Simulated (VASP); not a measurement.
Write the native input for VASP 6.6.1 that does the following.

* Task: single point
* Functional: LDA
* Potentials or basis: VASP PAW LDA potentials, release 64 (In_d, Sb)
* Cutoff: 500 eV
* k mesh: 4 × 4 × 4
* Occupations: fermi-dirac, width 0.1 eV
* Spin: no spin polarisation
* Dipole correction: no
* Further INCAR settings: ALGO = Normal; EDIFF = 1e-06; NBANDS = 30

The structure of In3Sb lies in POSCAR:

```
In3Sb
1.0
    4.5847463490      0.0000000000      0.0000000000
    0.0000000000      4.5847463490      0.0000000000
    0.0000000000      0.0000000000      4.5847463490
In Sb
3 1
Direct
    0.5000000000      0.5000000000      0.0000000000
    0.5000000000      0.0000000000      0.5000000000
    0.0000000000      0.5000000000      0.5000000000
    0.0000000000      0.0000000000      0.0000000000
```

One way to write it, as run:

INCAR

```
SYSTEM = In3Sb
PREC     = Accurate       ! precision mode
ENCUT    = 500            ! plane-wave cutoff, eV
EDIFF    = 1E-6           ! SCF threshold, eV
ISMEAR   = -1             ! smearing method
SIGMA    = 0.1            ! smearing width, eV
LREAL    = .False.        ! projectors in reciprocal space
LASPH    = .True.         ! aspherical terms in the spheres
NELM     = 120            ! most SCF steps
ALGO     = Normal         ! electronic algorithm
ISIF     = 2              ! what is computed and relaxed
LWAVE    = .False.        ! write WAVECAR
LCHARG   = .False.        ! write CHGCAR
NBANDS   = 30             ! bands
GGA_COMPAT= .False.
```

KPOINTS

```
Automatic mesh
0
Gamma
  4 4 4
  0 0 0
```

Potentials or basis: VASP PAW LDA potentials, release 64 (In_d, Sb).

Run with:

```console
$ cat potpaw_LDA.64/In_d/POTCAR potpaw_LDA.64/Sb/POTCAR > POTCAR
$ mpirun -np 1 vasp_std > vasp.out
```

Results of the run:

```yaml
Pressure: 2.0 GPa
Band_gap_on_the_k_mesh: zero (bands 22 and 23 overlap by 4.31 eV)
```

Caveat: spin-orbit coupling is left out, which moves the levels of the heavy elements.

It took 14 s on 1 thread of Intel(R) Xeon(R) 6975P-C (Granite Rapids) (shared host), peak memory 0.18 GiB.
